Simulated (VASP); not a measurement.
# CuCl (F-43m) in VASP: relaxation of cell and atoms with HSE06

Aim: the relaxation of cell and atoms of CuCl with HSE06.

Program: VASP 6.6.1. These are calculated values, not measurements. Logs are shortened: lines on timing, memory, paths and dates and some standing lists are left out, and cuts for length are marked.

## Step 1: The cell of the first run

Symmetry: F-43m, No. 216, cubic system. The conventional cell has a = 5.358 Å, b = 5.358 Å, c = 5.358 Å, α = 90.00°, β = 90.00°, γ = 90.00°. Cu (site symmetry -43m) has 4 Cl at 2.32 Å within 3.1 Å. Cl (site symmetry -43m) has 4 Cu at 2.32 Å within 3.1 Å.

## Step 2: Relaxation of cell and atoms, HSE06

Input file POSCAR:

```
CuCl
1.0
    0.0000000000      2.6787561796      2.6787561796
    2.6787561796      0.0000000000      2.6787561796
    2.6787561796      2.6787561796      0.0000000000
Cu Cl
1 1
Direct
    0.0000000000      0.0000000000      0.0000000000
    0.2500000000      0.2500000000      0.2500000000
```

Input file INCAR.step1:

```
SYSTEM = CuCl
ALGO     = Normal         ! electronic algorithm
EDIFF    = 1E-5           ! SCF threshold, eV
EDIFFG   = -0.005         ! ionic threshold
ENCUT    = 600            ! plane-wave cutoff, eV
GGA      = PE             ! functional
GGA_COMPAT= .FALSE.      
IBRION   = 2              ! ionic algorithm
ISIF     = 3              ! what is computed and relaxed
ISMEAR   = -1             ! smearing method
KPAR     = 4            
LASPH    = .TRUE.         ! aspherical terms in the spheres
LCHARG   = .FALSE.        ! write CHGCAR
LREAL    = .FALSE.        ! projectors in reciprocal space
LWAVE    = .TRUE.         ! write WAVECAR
NBANDS   = 16             ! bands
NELM     = 120            ! most SCF steps
NELMIN   = 4            
NSW      = 100            ! ionic steps
PREC     = Accurate       ! precision mode
SIGMA    = 0.02           ! smearing width, eV
```

Input file INCAR.step2:

```
SYSTEM = CuCl
ALGO     = Normal         ! electronic algorithm
EDIFF    = 1E-7           ! SCF threshold, eV
EDIFFG   = -0.005         ! ionic threshold
ENCUT    = 600            ! plane-wave cutoff, eV
GGA      = PE             ! functional
GGA_COMPAT= .FALSE.      
HFSCREEN = 0.2079         ! screening, 1/A
IBRION   = 2              ! ionic algorithm
ISIF     = 3              ! what is computed and relaxed
ISMEAR   = -1             ! smearing method
ISTART   = 1            
KPAR     = 4            
LASPH    = .TRUE.         ! aspherical terms in the spheres
LCHARG   = .FALSE.        ! write CHGCAR
LHFCALC  = .TRUE.         ! exact exchange
LREAL    = .FALSE.        ! projectors in reciprocal space
LWAVE    = .FALSE.        ! write WAVECAR
NELM     = 120            ! most SCF steps
NELMIN   = 4            
NSW      = 80             ! ionic steps
PREC     = Accurate       ! precision mode
PRECFOCK = Normal       
SIGMA    = 0.02           ! smearing width, eV
```

Input file KPOINTS:

```
k-points
0
G
  6 6 6
  0 0 0
```

Potentials or basis: VASP PAW PBE potentials, release 64 (Cu, Cl).

On the command line:

```
cat potpaw_PBE.64/Cu/POTCAR potpaw_PBE.64/Cl/POTCAR > POTCAR
cp INCAR.step1 INCAR
mpirun -np 4 vasp_std > vasp.out
cp INCAR.step2 INCAR
mpirun -np 4 vasp_std > vasp.out
```

OUTCAR:

```text
SYSTEM = CuCl
   EDIFF = 1E-7
   EDIFFG = -0.005
   ENCUT = 600
   GGA = PE
   HFSCREEN = 0.2079
   IBRION = 2
   ISIF = 3
   ISMEAR = -1
   ISTART = 1
   LASPH = .TRUE.
   LHFCALC = .TRUE.
   LREAL = .FALSE.
   NELM = 120
   NELMIN = 4
   NSW = 80
   PREC = Accurate
   PRECFOCK = Normal

 ion  position               nearest neighbor table
   1  0.000  0.000  0.000-   2 2.32   2 2.32   2 2.32   2 2.32
   2  0.250  0.250  0.250-   1 2.32   1 2.32   1 2.32   1 2.32

  LATTYP: Found a face centered cubic cell.
 ALAT       =     5.3575123592

  Lattice vectors:

 A1 = (   0.0000000000,   2.6787561796,   2.6787561796)
 A2 = (   2.6787561796,   0.0000000000,   2.6787561796)
 A3 = (   2.6787561796,   2.6787561796,   0.0000000000)

Analysis of symmetry for initial positions (statically):
=====================================================================
 Subroutine PRICEL returns:
 Original cell was already a primitive cell.

 Routine SETGRP: Setting up the symmetry group for a
 face centered cubic supercell.

 Subroutine GETGRP returns: Found 24 space group operations
 (whereof 24 operations were pure point group operations)
 out of a pool of 48 trial point group operations.

The static configuration has the point symmetry T_d .

Analysis of symmetry for dynamics (positions and initial velocities):
=====================================================================
 Subroutine PRICEL returns:
 Original cell was already a primitive cell.

 Routine SETGRP: Setting up the symmetry group for a
 face centered cubic supercell.

 Subroutine GETGRP returns: Found 24 space group operations
 (whereof 24 operations were pure point group operations)
 out of a pool of 48 trial point group operations.

The dynamic configuration has the point symmetry T_d .

 Subroutine INISYM returns: Found 24 space group operations
 (whereof 24 operations are pure point group operations),
 and found     1 'primitive' translations

----------------------------------------------------------------------------------------

                                     Primitive cell

  volume of cell :      38.4441

  direct lattice vectors                    reciprocal lattice vectors
     0.000000000  2.678756180  2.678756180    -0.186653792  0.186653792  0.186653792
[... 76 lines left out ...]
   NELM   =    120;   NELMIN=  4; NELMDL=  0     # of ELM steps
   EDIFF  = 0.1E-06   stopping-criterion for ELM
   LREAL  =      F    real-space projection
   EDIFFG = -.5E-02   stopping-criterion for IOM
   NSW    =     80    number of steps for IOM
   IBRION =      2    ionic relax: 0-MD 1-quasi-New 2-CG
   NFREE  =      1    steps in history (QN), initial steepest desc. (CG)
   ISIF   =      3    stress and relaxation
   ISYM   =      3    0-nonsym 1-usesym 2-fastsym
   POTIM  = 0.5000    time-step for ionic-motion
   TEBEG  =    0.0;   TEEND  =   0.0 temperature during run
   PSTRESS=    0.0 pullay stress
   NELECT =      18.0000    total number of electrons
   NUPDOWN=      -1.0000    fix difference up-down
   EMIN   =  10.00;   EMAX   =-10.00  energy-range for DOS
   EFERMI =   0.00;   METHOD = LEGACY
   ISMEAR =    -1;   SIGMA  =   0.02  broadening in eV -4-tet -1-fermi 0-gaus
   EFERMI_NEDOS =   21; number of points for ismear=-14 and -15
   IALGO  =     38    algorithm
   IMIX   =      1    mixing-type and parameters
     AMIX     =   0.40;   BMIX     =  1.00
     AMIX_MAG =   1.60;   BMIX_MAG =  1.00
  volume/ion in A,a.u.               =      19.22       129.72
  Fermi-wavevector in a.u.,A,eV,Ry     =   1.271225  2.402267 21.987197  1.616013
  Thomas-Fermi vector in A             =   2.404170
   LORBIT       =      0    0 simple, 1 ext, 2 COOP (PROOUT), +10 PAW based schemes
   GGA     = PE    functional components
   LHFCALC =     T    Hartree Fock is set to
   PRECFOCK=normal    Normal, Fast or Accurate (Low or Medium for compatibility)
   ENCUT4O =  -1.0   cutoff for four orbital integrals eV
   NKREDX  =     1    reduce k-point grid by
   NKREDY  =     1    reduce k-point grid by
   NKREDZ  =     1    reduce k-point grid by
   AEXX    =    0.2500 exact exchange contribution
   HFSCREEN=    0.2079 screening length (either q_TF or 0.3 A-1)
   HFSCREENC=   0.2079 screening length for correlation (either q_TF or 0.3 A-1)
   ENCUTFOCK=  -1.0 apply spherical cutoff to Coloumb kernel
   IVDW    =     0    specifies the selected vdW correction
   LEPSILON=     F    determine dielectric tensor
   LRPA    =     F    only Hartree local field effects (RPA)
 conjugate gradient relaxation of ions
 non-spin polarized calculation
  energy-cutoff  :      600.00
  volume of cell :       38.44
 maximum number of plane-waves:      1303
  NGX = 24; NGY = 24; NGZ = 24

--------------------------------------- Ionic step        1  -------------------------------------------

 number of electron      18.0000012 magnetization

 Free energy of the ion-electron system (eV)
  ---------------------------------------------------
  ext. energy  EPLUGINS =         0.00000000
  ---------------------------------------------------
  free energy    TOTEN  =        -7.53454121 eV

  energy without entropy =       -7.53454121  energy(sigma->0) =       -7.53454121

------------------------ aborting loop because EDIFF is reached ----------------------------------------

  FORCE on cell =-STRESS in cart. coord.  units (eV):
  Direction    XX          YY          ZZ          XY          YZ          ZX
  --------------------------------------------------------------------------------------
  -------------------------------------------------------------------------------------
  Total        0.6071856      0.6071856      0.6071856      0.0000000     -0.0000000      0.0000000
  in kB       25.3047767     25.3047767     25.3047767      0.0000000     -0.0000000      0.0000000
  external PRESSURE =      25.3047767 kB  Pullay stress =       0.0000000 kB
[... 95 lines left out ...]
--------------------------------------- Ionic step        4  -------------------------------------------

 number of electron      17.9999998 magnetization

 Free energy of the ion-electron system (eV)
  ---------------------------------------------------
  ext. energy  EPLUGINS =         0.00000000
  ---------------------------------------------------
  free energy    TOTEN  =        -7.54980989 eV

  energy without entropy =       -7.54980989  energy(sigma->0) =       -7.54980989

 E-fermi :   2.9016     XC(G=0):  -7.6751

 val. band max:        2.4339299379   @ k =   0.0000   0.0000   0.0000
 cond. band min:       4.7421965764   @ k =   0.0000   0.0000   0.0000
 fundamental gap:      2.3082666385
 Fermi energy:         2.9016023016

 k-point     1 :       0.0000    0.0000    0.0000
  band No.  band energies     occupation
      1     -15.4023      2.00000
      2      -2.4263      2.00000
      3      -2.4263      2.00000
      4      -2.4263      2.00000
      5       0.6789      2.00000
      6       0.6789      2.00000
      7       2.4339      2.00000
      8       2.4339      2.00000
      9       2.4339      2.00000
     10       4.7422      0.00000
     11      11.1157      0.00000
     12      11.1157      0.00000
     13      11.1157      0.00000
[... 267 lines left out ...]
  FREE ENERGIE OF THE ION-ELECTRON SYSTEM (eV)
  ---------------------------------------------------
  free  energy   TOTEN  =        -7.5498098918 eV

  energy  without entropy=       -7.5498098918  energy(sigma->0) =       -7.54980989

 reached required accuracy - stopping structural energy minimisation
```

Run time: 26 min. Hardware: 4 MPI ranks of Intel Xeon Platinum 8488C (Sapphire Rapids), shared host; peak memory 0.27 GiB.

What came out:

```
Free energy                           : -7.5498 eV
Relaxed volume                        : 20.20 Å³/atom
Relaxed cell                          : a = 3.852 Å, b = 3.852 Å, c = 3.852 Å, α = 60.00°, β = 60.00°, γ = 60.00°
Space group after relaxing (to 0.1 Å) : F-43m (No. 216)
Energy gained by relaxing             : 7.6 meV/atom
Ionic steps                           : 4
Pressure after relaxing               : 0.0 GPa
Band gap on the k mesh                : 2.31 eV
```

The path:
```
step  energy change (eV)  largest force (eV/Å)  pressure (GPa)  volume (Å³)
   1              0.0000                0.0000            2.53        38.44
   2             -0.0150                0.0000            0.27        40.16
   3             -0.0153                0.0000            0.05        40.36
   4             -0.0153                0.0000           -0.01        40.41
```

Final structure:
```
Cu Cl
1.0
     0.00000    2.72364    2.72364
     2.72364    0.00000    2.72364
     2.72364    2.72364    0.00000
Cu Cl
1 1
Direct
  0.00000 0.00000 0.00000
  0.25000 0.25000 0.25000
```

Caveat: the PAW data sets were made with another functional, which shifts forces and pressure a little.
